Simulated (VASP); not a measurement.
Write the native input for VASP 6.6.1 that does the following.

```yaml
Task: single point
Functional: LDA
Potentials_or_basis: VASP PAW LDA potentials, release 64 (W_sv, C, F)
Cutoff: 520 eV
k_mesh: 3 × 3 × 1
Occupations: fermi-dirac, width 0.15 eV
Spin: no spin polarisation
Dipole_correction: no
Further_INCAR_settings: LREAL = Auto; ALGO = Normal; EDIFF = 1e-07; NBANDS = 117
```

The structure of W9C8F6 lies in POSCAR:

```
W9C8F6
1.0
    5.8006000000      0.0000000000      0.0000000000
   -2.9003000000      5.0234670000      0.0000000000
    0.0000000000      0.0000000000     17.2466500000
W C F
9 8 6
Direct
    0.0000000000      0.0000000000      0.0579822748
    0.0461509762      0.0284464892      0.2105452363
   -0.0000119541      0.4999933313      0.0579822748
    0.0096454335      0.4871734999      0.2207965025
    0.5000000000      0.0000000000      0.0579822748
    0.4786304952      0.0115657175      0.2282820142
    0.5000052854      0.4999933313      0.0579822748
    0.5023814059      0.5296740279      0.2271165705
    0.0571585620      0.8585504792      0.5076870001
    0.3702136179      0.1557291010      0.1331273030
    0.3636848783      0.1658416389      0.2903230482
    0.3260755845      0.6557025258      0.1339158619
    0.3240177437      0.6583102865      0.2896678485
    0.8370966995      0.1620394839      0.1220352938
    0.8706876247      0.1626764941      0.2753114373
    0.8588492839      0.6751512451      0.1316487550
    0.8516821323      0.6981234275      0.2685680987
    0.1881426967      0.8182396739      0.4180695961
    0.1176906556      1.1916272168      0.4861639797
   -0.2921139760      0.7878025276      0.4752981014
   -0.1546661226      0.5042732440      0.5134794293
    0.4098442089      1.0305631549      0.5538061015
   -0.0151327084      0.9203603806      0.6022618885
```

These files were run (other wordings do the same):

INCAR

```
SYSTEM = W9C8F6
  PREC = Accurate
  ENCUT = 520
  EDIFF = 1E-7
  ISMEAR = -1
  SIGMA = 0.15
  LREAL = Auto
  LASPH = .True.
  NELM = 80
  ALGO = Normal
  ISIF = 2
  LWAVE = .False.
  LCHARG = .True.
  LELF = .True.
  LVHAR = .True.
  NBANDS = 117
```

KPOINTS

```
Automatic mesh
0
Gamma
  3 3 1
  0 0 0
```

Potentials or basis: VASP PAW LDA potentials, release 64 (W_sv, C, F).

Launch:

```sh
$ cat potpaw_LDA.64/W_sv/POTCAR potpaw_LDA.64/C/POTCAR potpaw_LDA.64/F/POTCAR > POTCAR
$ mpirun -np 1 vasp_std > vasp.out
```

It gave:

* Largest force: 9.689 eV/Å
* Band gap on the k mesh: zero (bands 100 and 101 overlap by 0.36 eV)

Caveat: the k points lie up to 0.42 Å⁻¹ apart; the atoms stand as in a frame of molecular dynamics; there is no dipole correction, which matters where the two faces differ; spin-orbit coupling is left out, which moves the levels of the heavy elements.

Wall time 11 min on 1 thread of Intel(R) Xeon(R) Platinum 8488C (Sapphire Rapids), on a shared host, peak memory 0.55 GiB.
